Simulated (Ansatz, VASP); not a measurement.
**One calculation of TiAl3, two programs**

INCAR

```
SYSTEM = TiAl3
PREC = Accurate
ENCUT = 520
EDIFF = 1E-7
ISMEAR = -1
SIGMA = 0.05
LREAL = .FALSE.
LASPH = .TRUE.
NELM = 60
ALGO = Normal
ISIF = 2
LWAVE = .FALSE.
LCHARG = .FALSE.
GGA = PE
NBANDS = 18
```

Contents of KPOINTS:

```
Automatic mesh
0
G
  8 8 8
  0 0 0
```

The input POSCAR:

```
TiAl3
1.0
   -1.9302178390      1.9302178390      4.2806687947
    1.9302178390     -1.9302178390      4.2806687947
    1.9302178390      1.9302178390     -4.2806687947
Ti Al
1 3
Direct
    0.0000000000      0.0000000000      0.0000000000
    0.2500000000      0.7500000000      0.5000000000
    0.7500000000      0.2500000000      0.5000000000
    0.5000000000      0.5000000000      0.0000000000
```

The input input.yaml:

```yaml
crystal:
  lattice:
    - [-1.930217839, 1.930217839, 4.2806687947]
    - [1.930217839, -1.930217839, 4.2806687947]
    - [1.930217839, 1.930217839, -4.2806687947]
  atoms:
    - { symbol: Ti, position: [0.0, 0.0, 0.0] }
    - { symbol: Al, position: [0.25, 0.75, 0.5] }
    - { symbol: Al, position: [0.75, 0.25, 0.5] }
    - { symbol: Al, position: [0.5, 0.5, 0.0] }
hamiltonian:
  xc: pbe
  pseudopotentials: { kind: paw }
kpoints:
  mp_grid: { grid: [8, 8, 8] }
  band_path:
    path:
      - [[0.0, 0.0, 0.0], [0.0, 0.0, 0.5], [-0.1016621759, 0.1016621759, 0.5], [-0.300831088, 0.300831088, 0.300831088], [0.0, 0.0, 0.0], [0.5, 0.5, -0.5], [0.300831088, 0.699168912, -0.300831088], [0.0, 0.5, 0.0], [0.25, 0.25, 0.25], [0.5, 0.5, -0.1016621759], [0.5, 0.5, -0.5]]
      - [[0.0, 0.0, 0.5], [0.25, 0.25, 0.25]]
    npoints: 14
scf:
  occupations: { method: fermi_dirac, width: 0.05 }
  n_extra_bands: 10
output:
  forces: true
  stress: true
  eigenvalues: true
  fatbands: true
```

Alike in both runs: functional PBE; k mesh 8 × 8 × 8; occupations fermi-dirac, width 0.05 eV; no spin polarisation.

|  | VASP | Ansatz |
| --- | --- | --- |
| version | VASP 6.6.1 | Ansatz 0.2.0 |
| potentials or method | VASP PAW PBE potentials, release 64 (Ti_sv, Al) | Ansatz PAW |
| plane-wave cutoff (eV) | 520 | 420 |
| valence electrons in the cell | 21 | 21 |
| task | single point | band structure |

|  | VASP | Ansatz | Ansatz less VASP |
| --- | --- | --- | --- |
| gap on the k mesh at the Fermi level (eV) | none | none | - |
| pressure (GPa) | -0.1 | -0.1 | +0.03 |
| traceless stress, the component that is largest in VASP (GPa) | 1.22 | 1.22 | +0.002 |

A gap of «none» marks a metal or a gap that the smearing closes.
